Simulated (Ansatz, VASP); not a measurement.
# Two plane-wave programs on MgS

```
Mg S
1.0
     0.00000    2.83087    2.83087
     2.83087    0.00000    2.83087
     2.83087    2.83087    0.00000
Mg S
1 1
Direct
  0.00000 0.00000 0.00000
  0.75000 0.75000 0.75000
```

Alike in both runs: task single point; functional PBE; k mesh 6 × 6 × 6; occupations methfessel-paxton of order 1, width 0.001 eV; no spin polarisation.

|  | VASP | Ansatz |
| --- | --- | --- |
| version | VASP 6.6.1 | Ansatz 0.2.0 |
| potentials or method | VASP PAW PBE potentials, release 64 (Mg, S) | plane waves |
| plane-wave cutoff (eV) | 600 | 420 |
| valence electrons in the cell | 8 | 16 |

Ansatz gave:

| Property | Result |
| --- | --- |
| gap on the k mesh at the Fermi level (eV) | 3.47 |
| pressure (GPa) | 1.1 |

What did VASP give for the same quantities?

gap on the k mesh at the Fermi level (eV): 3.46; pressure (GPa): 1.0.

VASP's potentials hold 8 valence electrons a cell and Ansatz's 16, so a difference there can come from the potentials and not from the codes.
